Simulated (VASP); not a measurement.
# K in VASP: a series of runs

K is run at these levels: r2SCAN; tasks: single point.

Everything below comes from runs of VASP 6.6.1. Logs are shortened: lines on timing, memory, paths and dates and some standing lists are left out, and cuts for length are marked.

## (1) The cell of the first run

It takes space group P4/mmm (No. 123, tetragonal). The conventional cell has a = 4.785 Å, b = 4.785 Å, c = 4.310 Å, α = 90.00°, β = 90.00°, γ = 90.00°. K (site symmetry 4/mmm) has 6 K at 4.31 to 4.78 Å within 5.7 Å.

## (2) Single point, r2SCAN (normal strain along x +0.1100, normal strain along z +0.1100)

Contents of POSCAR:

```
K
1.0
    4.7845878339      0.0000000000      0.0000000000
    0.0000000000      4.3104394900      0.0000000000
    0.0000000000      0.0000000000      4.7845878339
K
1
Direct
    0.0000000000      0.0000000000      0.0000000000
```

Contents of INCAR.step1:

```
ALGO = Normal
EDIFF = 1E-4
ENCUT = 520
GGA = PE
ISMEAR = 0
LASPH = T
LCHARG = F
LREAL = F
LWAVE = T
NBANDS = 10
NELM = 80
PREC = Accurate
SIGMA = 0.15
```

Contents of INCAR.step2:

```
ALGO = Normal
EDIFF = 1E-6
ENCUT = 520
ISIF = 2
ISMEAR = 0
ISTART = 1
LASPH = T
LCHARG = F
LMIXTAU = T
LREAL = F
LWAVE = F
METAGGA = R2SCAN
NBANDS = 10
NELM = 80
PREC = Accurate
SIGMA = 0.15
```

Contents of KPOINTS:

```
k-points
0
Gamma
  10 10 10
```

Potentials or basis: VASP PAW PBE potentials, release 64 (K_sv).

Command:

```bash
$ cat potpaw_PBE.64/K_sv/POTCAR > POTCAR
$ cp INCAR.step1 INCAR
$ mpirun -np 1 vasp_std > vasp.out
$ cp INCAR.step2 INCAR
$ mpirun -np 1 vasp_std > vasp.out
```

OUTCAR:

```text
EDIFF = 1E-6
   ENCUT = 520
   ISIF = 2
   ISMEAR = 0
   ISTART = 1
   LASPH = T
   LREAL = F
   METAGGA = R2SCAN
   NELM = 80
   PREC = Accurate

 ion  position               nearest neighbor table
   1  0.000  0.000  0.000-

  LATTYP: Found a simple tetragonal cell.
 ALAT       =     4.7845878339
 C/A-ratio  =     0.9009009009

  Lattice vectors:

 A1 = (  -4.7845878339,   0.0000000000,   0.0000000000)
 A2 = (   0.0000000000,   0.0000000000,   4.7845878339)
 A3 = (   0.0000000000,   4.3104394900,   0.0000000000)

Analysis of symmetry for initial positions (statically):
=====================================================================
 Subroutine PRICEL returns:
 Original cell was already a primitive cell.

 Routine SETGRP: Setting up the symmetry group for a
 simple tetragonal supercell.

 Subroutine GETGRP returns: Found 16 space group operations
 (whereof 16 operations were pure point group operations)
 out of a pool of 16 trial point group operations.

The static configuration has the point symmetry D_4h.

Analysis of symmetry for dynamics (positions and initial velocities):
=====================================================================
 Subroutine PRICEL returns:
 Original cell was already a primitive cell.

 Routine SETGRP: Setting up the symmetry group for a
 simple tetragonal supercell.

 Subroutine GETGRP returns: Found 16 space group operations
 (whereof 16 operations were pure point group operations)
 out of a pool of 16 trial point group operations.

The dynamic configuration has the point symmetry D_4h.

 Subroutine INISYM returns: Found 16 space group operations
 (whereof 16 operations are pure point group operations),
 and found     1 'primitive' translations

----------------------------------------------------------------------------------------

                                     Primitive cell

  volume of cell :      98.6758

  direct lattice vectors                    reciprocal lattice vectors
     4.784587834  0.000000000  0.000000000     0.209004419  0.000000000  0.000000000
     0.000000000  4.310439490  0.000000000     0.000000000  0.231994905  0.000000000
     0.000000000  0.000000000  4.784587834     0.000000000  0.000000000  0.209004419

  length of vectors
     4.784587834  4.310439490  4.784587834     0.209004419  0.231994905  0.209004419

  position of ions in fractional coordinates (direct lattice)
     0.000000000  0.000000000  0.000000000

  ion indices of the primitive-cell ions
[... 74 lines left out ...]
   EDIFF  = 0.1E-05   stopping-criterion for ELM
   LREAL  =      F    real-space projection
   EDIFFG = 0.1E-04   stopping-criterion for IOM
   NSW    =      0    number of steps for IOM
   IBRION =     -1    ionic relax: 0-MD 1-quasi-New 2-CG
   NFREE  =      0    steps in history (QN), initial steepest desc. (CG)
   ISIF   =      2    stress and relaxation
   ISYM   =      2    0-nonsym 1-usesym 2-fastsym
   POTIM  = 0.5000    time-step for ionic-motion
   TEBEG  =    0.0;   TEEND  =   0.0 temperature during run
   PSTRESS=    0.0 pullay stress
   NELECT =       9.0000    total number of electrons
   NUPDOWN=      -1.0000    fix difference up-down
   EMIN   =  10.00;   EMAX   =-10.00  energy-range for DOS
   EFERMI =   0.00;   METHOD = LEGACY
   ISMEAR =     0;   SIGMA  =   0.15  broadening in eV -4-tet -1-fermi 0-gaus
   EFERMI_NEDOS =   21; number of points for ismear=-14 and -15
   IALGO  =     38    algorithm
   IMIX   =      4    mixing-type and parameters
     AMIX     =   0.40;   BMIX     =  1.00
     AMIX_MAG =   1.60;   BMIX_MAG =  1.00
  volume/ion in A,a.u.               =      98.68       665.90
  Fermi-wavevector in a.u.,A,eV,Ry     =   0.736917  1.392572  7.388606  0.543047
  Thomas-Fermi vector in A             =   1.830473
   LORBIT       =      0    0 simple, 1 ext, 2 COOP (PROOUT), +10 PAW based schemes
   METAGGA = R2SCAN    functional components
   LHFCALC =     F    Hartree Fock is set to
   AEXX    =    0.0000 exact exchange contribution
   IVDW    =     0    specifies the selected vdW correction
   LEPSILON=     F    determine dielectric tensor
   LRPA    =     F    only Hartree local field effects (RPA)
 non-spin polarized calculation
 Gauss-broadening in eV      SIGMA  =   0.15
  energy-cutoff  :      520.00
  volume of cell :       98.68
 maximum number of plane-waves:      2684
 NGX is ok and might be reduce to    36
   NGX = 17   NGY = 17   NGZ = 17

 number of electron       9.0000000 magnetization

 Free energy of the ion-electron system (eV)
  ---------------------------------------------------
  ext. energy  EPLUGINS =         0.00000000
  ---------------------------------------------------
  free energy    TOTEN  =        -5.86523684 eV

  energy without entropy =       -5.85578824  energy(sigma->0) =       -5.86051254

 E-fermi :  -0.5792     XC(G=0):  -5.2167

 val. band max:       -0.5972715810   @ k =   0.5000   0.1000   0.0000
 cond. band min:      -0.5642478118   @ k =   0.4000   0.1000   0.3000
 fundamental gap:      0.0330237692
 Fermi energy:        -0.5791539286

 k-point     1 :       0.0000    0.0000    0.0000
  band No.  band energies     occupation
      1     -34.6375      2.00000
      2     -17.3121      2.00000
      3     -17.3121      2.00000
      4     -17.3094      2.00000
      5      -2.5233      2.00000
      6       2.3840      0.00000
      7       2.6335      0.00000
      8       4.9392      0.00000
      9       4.9392      0.00000
     10       5.4273      0.00000
[... 287 lines left out ...]
 k-point    24 :       0.5000    0.3000    0.0000
  band No.  band energies     occupation
      1     -34.6339      2.00000
      2     -17.3582      2.00000
      3     -17.3348      2.00000
      4     -17.3048      2.00000
      5       0.0129      0.00000
      6       0.2025      0.00000
      7       2.8507      0.00000
      8       2.9376      0.00000
      9       4.4313      0.00000
     10       4.5999      0.00000

 [... further k-points ...]
[... 5 lines left out ...]
  --------------------------------------------------------------------------------------
  -------------------------------------------------------------------------------------
  Total       -0.3837975      0.0617938     -0.3837975      0.0000000      0.0000000      0.0000000
  in kB       -6.2316359      1.0033322     -6.2316359      0.0000000      0.0000000      0.0000000
  external PRESSURE =      -3.8199798 kB  Pullay stress =       0.0000000 kB

 VOLUME and BASIS-vectors are now :
 -----------------------------------------------------------------------------
  energy-cutoff  :      520.00
  volume of cell :       98.68
      direct lattice vectors                 reciprocal lattice vectors
     4.784587834  0.000000000  0.000000000     0.209004419  0.000000000  0.000000000
     0.000000000  4.310439490  0.000000000     0.000000000  0.231994905  0.000000000
     0.000000000  0.000000000  4.784587834     0.000000000  0.000000000  0.209004419

 POSITION                                       TOTAL-FORCE (eV/Angst)
 -----------------------------------------------------------------------------------
      0.00000      0.00000      0.00000         0.000000      0.000000      0.000000
 -----------------------------------------------------------------------------------
    total drift:                                0.000000     -0.000000     -0.000000

  FREE ENERGIE OF THE ION-ELECTRON SYSTEM (eV)
  ---------------------------------------------------
  free  energy   TOTEN  =        -5.8652368366 eV

  energy  without entropy=       -5.8557882381  energy(sigma->0) =       -5.86051254
```

OUTCAR.step1:

```text
EDIFF = 1E-4
   ENCUT = 520
   GGA = PE
   ISMEAR = 0
   LASPH = T
[... 529 lines left out ...]

 POSITION                                       TOTAL-FORCE (eV/Angst)
 -----------------------------------------------------------------------------------
      0.00000      0.00000      0.00000         0.000000      0.000000      0.000000
 -----------------------------------------------------------------------------------
    total drift:                                0.000000     -0.000000     -0.000000

  FREE ENERGIE OF THE ION-ELECTRON SYSTEM (eV)
  ---------------------------------------------------
  free  energy   TOTEN  =        -0.9079424203 eV

  energy  without entropy=       -0.8988098818  energy(sigma->0) =       -0.90337615
```

OSZICAR.step1:

```text
N       E                     dE             d eps       ncg     rms          rms(c)
DAV:   1     0.464092858962E+02    0.46409E+02   -0.33424E+03  2520   0.654E+02
DAV:   2     0.834614125797E+00   -0.45575E+02   -0.44701E+02  2702   0.181E+02
DAV:   3    -0.824556992477E+00   -0.16592E+01   -0.16550E+01  3820   0.295E+01
DAV:   4    -0.906341858993E+00   -0.81785E-01   -0.81712E-01  3632   0.504E+00
DAV:   5    -0.907814807290E+00   -0.14729E-02   -0.14726E-02  3834   0.553E-01    0.129E+00
DAV:   6    -0.907832021579E+00   -0.17214E-04   -0.12048E-03  3958   0.212E-01    0.801E-01
DAV:   7    -0.907870511100E+00   -0.38490E-04   -0.25145E-03  3920   0.304E-01    0.589E-02
DAV:   8    -0.907942420348E+00   -0.71909E-04   -0.14570E-04  3042   0.124E-01
   1 F= -.90794242E+00 E0= -.90337615E+00  d E =-.913254E-02
```

It took 4.7 min on 1 thread of Intel Xeon 6975P-C, shared host; peak memory 0.28 GiB.

Results:

```
Free energy : -5.8652 eV
Pressure    : -0.4 GPa
```

Stress tensor (GPa, compression positive):
```
-0.62  0.00  0.00
 0.00  0.10  0.00
 0.00  0.00 -0.62
```

Levels at points of the mesh, in eV from the Fermi level:
```
           k point  band 2  band 3  band 4  band 5  band 6  band 7
(0.00, 0.00, 0.00)  -16.73  -16.73  -16.73   -1.94    2.96    3.21
(0.50, 0.00, 0.00)  -16.76  -16.73  -16.73   -0.12   -0.03    3.65
(0.00, 0.50, 0.00)  -16.81  -16.73  -16.73    0.31    0.40    3.87
(0.50, 0.50, 0.00)  -16.81  -16.75  -16.72    1.34    2.03    2.23
(0.50, 0.00, 0.50)  -16.76  -16.76  -16.73    1.23    1.69    1.69
(0.50, 0.50, 0.50)  -16.80  -16.75  -16.75    2.36    2.36    2.78
```

Caveat: the cell differs from its parent crystal (normal strain along x +0.1100, normal strain along z +0.1100); the PAW data sets were made with another functional, which shifts forces and pressure a little.

(Continued in part 2 of 2.)
